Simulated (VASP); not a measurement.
CaSe (rocksalt type), 2 atoms in the cell. Symmetry: Fm-3m, No. 225, cubic system. Conventional cell: a = 5.718 Å, b = 5.718 Å, c = 5.718 Å, α = 90.00°, β = 90.00°, γ = 90.00°. Within 3.8 Å of Ca (site symmetry m-3m) lie 6 Se at 2.86 Å. Within 3.8 Å of Se (site symmetry m-3m) lie 6 Ca at 2.86 Å. 

```yaml
Program: VASP 6.6.1
Task: relaxation of cell and atoms
Functional: PBE
Potentials_or_basis: VASP PAW PBE potentials, release 64 (Ca_sv, Se)
Cutoff: 600 eV
k_mesh: 12 × 12 × 12
Occupations: fermi-dirac, width 0.03 eV
Spin: no spin polarisation
Dipole_correction: no
Further_INCAR_settings: ALGO = Normal; EDIFF = 1e-06; IBRION = 2; EDIFFG = -0.005; NSW = 100; ISIF = 3
```

Potentials or basis: VASP PAW PBE potentials, release 64 (Ca_sv, Se).

Command:

```bash
$ cat potpaw_PBE.64/Ca_sv/POTCAR potpaw_PBE.64/Se/POTCAR > POTCAR
$ mpirun -np 1 vasp_std > vasp.out
```

Hardware: 1 thread of Intel(R) Xeon(R) Platinum 8488C (Sapphire Rapids) (shared host).

How long does it take, and how much memory?

It took 100 s on 1 thread of Intel(R) Xeon(R) Platinum 8488C (Sapphire Rapids) (shared host), peak memory 0.21 GiB. Counts: scf iterations 43, k points 72, ion steps 5.
